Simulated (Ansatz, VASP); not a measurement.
**Two plane-wave programs on Pd**

```
CELL_PARAMETERS angstrom
2.23282 0.00000 0.00000
0.00000 2.23282 0.00000
0.00000 0.00000 2.23282
ATOMIC_POSITIONS crystal
Pd 0.00000 0.00000 0.00000
```

Change from the starting cell: volume scaled by 0.68, PAW files.

Alike in both runs: task single point; functional LDA; k mesh 15 × 15 × 15; occupations fermi-dirac, width 0.1 eV; no spin polarisation.

```csv
,VASP,Ansatz
version,VASP 6.6.1,Ansatz 0.2.0
potentials or method,"VASP PAW LDA potentials, release 64 (Pd)","PAW with Ansatz's default frozen-core files, scalar-relativistic"
plane-wave cutoff (eV),520,420
valence electrons in the cell,10,18
```

Ansatz gave:

```
pressure (GPa) : 174.5
```

Problem. Which values does VASP return?

Solution. Pressure (GPa): 171.9.

LDA's correlation is that of Perdew and Zunger in VASP and of Perdew and Wang (1992) in Ansatz. Both programs put the cell under a high pressure, so it lies far from rest at this level. VASP's potentials hold 10 valence electrons a cell and Ansatz's 18, so a difference there can come from the potentials and not from the codes.

Noted on VASP's run: the cell as given lies far from equilibrium.
